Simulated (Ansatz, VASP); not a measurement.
One calculation of MoS2, two programs

The input INCAR:

```
ALGO = Normal ; EDIFF = 1E-6
ENCUT = 520 ; GGA = PE
ISIF = 2 ; ISMEAR = 0
IVDW = 12 ; LASPH = T
LCHARG = F ; LREAL = F
LWAVE = F ; NBANDS = 35
NELM = 100 ; PREC = Accurate
SIGMA = 0.05
```

Contents of KPOINTS:

```
k-points
0
Gamma
  12 12 4
```

POSCAR

```
MoS2
1.0
    3.3068000000      0.0000000000      0.0000000000
   -1.6534000000      2.8637728052      0.0000000000
    0.0000000000      0.0000000000     11.4426000000
Mo S
2 4
Direct
    0.6666666667      0.3333333333      0.2501439769
    0.3333333333      0.6666666667      0.7498560231
    0.3333333333      0.6666666667      0.3795985159
    0.6666666667      0.3333333333      0.8793132861
    0.3333333333      0.6666666667      0.1206867139
    0.6666666667      0.3333333333      0.6204014841
```

Input for Ansatz:

```yaml
crystal:
  lattice:
    - [3.3068, 0.0, 0.0]
    - [-1.6534, 2.8637728052, 0.0]
    - [0.0, 0.0, 11.4426]
  atoms:
    - { symbol: Mo, position: [0.6666666667, 0.3333333333, 0.2501439769] }
    - { symbol: Mo, position: [0.3333333333, 0.6666666667, 0.7498560231] }
    - { symbol: S, position: [0.3333333333, 0.6666666667, 0.3795985159] }
    - { symbol: S, position: [0.6666666667, 0.3333333333, 0.8793132861] }
    - { symbol: S, position: [0.3333333333, 0.6666666667, 0.1206867139] }
    - { symbol: S, position: [0.6666666667, 0.3333333333, 0.6204014841] }
basis:
  ecutwfc: 420
kpoints:
  mp_grid: { grid: [12, 12, 4] }
hamiltonian:
  xc: pbe
  pseudopotentials: { kind: paw, azcp: { folder: soft_1 } }
  dispersion: d3bj
scf:
  occupations: { method: gaussian, width: 0.05 }
output:
  forces: true
  stress: true
  eigenvalues: true
```

Alike in both runs: task single point; functional PBE; dispersion D3(BJ); k mesh 12 × 12 × 4; occupations gaussian, width 0.05 eV; no spin polarisation.

|  | VASP | Ansatz |
| --- | --- | --- |
| version | VASP 6.6.1 | Ansatz 0.2.0 |
| potentials or method | VASP PAW PBE potentials, release 64 (Mo_sv, S), cutoff 520 eV | scalar-relativistic, plane waves, PAW |
| valence electrons in the cell | 52 | 52 |

```csv
,VASP,Ansatz,Ansatz less VASP
gap on the k mesh at the Fermi level (eV),none,none,-
pressure (GPa),-4.7,-4.5,+0.14
"traceless stress, the component that is largest in VASP (GPa)",11.45,11.45,+0.005
rms of the force components (eV/Å),0.249,0.255,+0.0059
```

Atom by atom the forces differ by 0.006 eV/Å (rms over components). A gap of «none» marks a metal or a gap that the smearing closes.
